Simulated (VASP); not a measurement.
Here is a VASP 6.6.1 calculation.

Contents of INCAR:

```
SYSTEM = CaO
PREC = Accurate
ENCUT = 520
EDIFF = 1E-8
ISMEAR = 0
SIGMA = 0.01
LREAL = .FALSE.
LASPH = .TRUE.
NELM = 60
ALGO = Normal
ISIF = 2
LWAVE = .FALSE.
LCHARG = .FALSE.
GGA = CA
NBANDS = 15
IBRION = 8
NSW = 1
LEPSILON = .TRUE.
```

File KPOINTS:

```
Automatic mesh
0
G
  8 8 8
  0 0 0
```

File POSCAR:

```
CaO
1.0
    0.0000000000      2.3537266366      2.3537266366
    2.3537266366      0.0000000000      2.3537266366
    2.3537266366      2.3537266366      0.0000000000
Ca O
1 1
Direct
    0.0000000000      0.0000000000      0.0000000000
    0.5000000000      0.5000000000      0.5000000000
```

Potentials or basis: VASP PAW LDA potentials, release 64 (Ca_sv, O).

Launch:

```console
$ cat potpaw_LDA.64/Ca_sv/POTCAR potpaw_LDA.64/O/POTCAR > POTCAR
$ mpirun -np 1 vasp_std > vasp.out
```

Q: Estimate the electronic dielectric tensor (diagonal).

A: 3.89.

Q: Predict the Born charges (mean of the diagonal).

A: Ca +2.38; O -2.38 e.

Q: What does it give for the highest phonon frequency at Γ, LO-TO splitting left out?

A: 299 cm⁻¹.

Electronic dielectric tensor:
```
3.89 0.00 0.00
0.00 3.89 0.00
0.00 0.00 3.89
```

Caveat: the cell stands under pressure or tension, which shifts response properties.
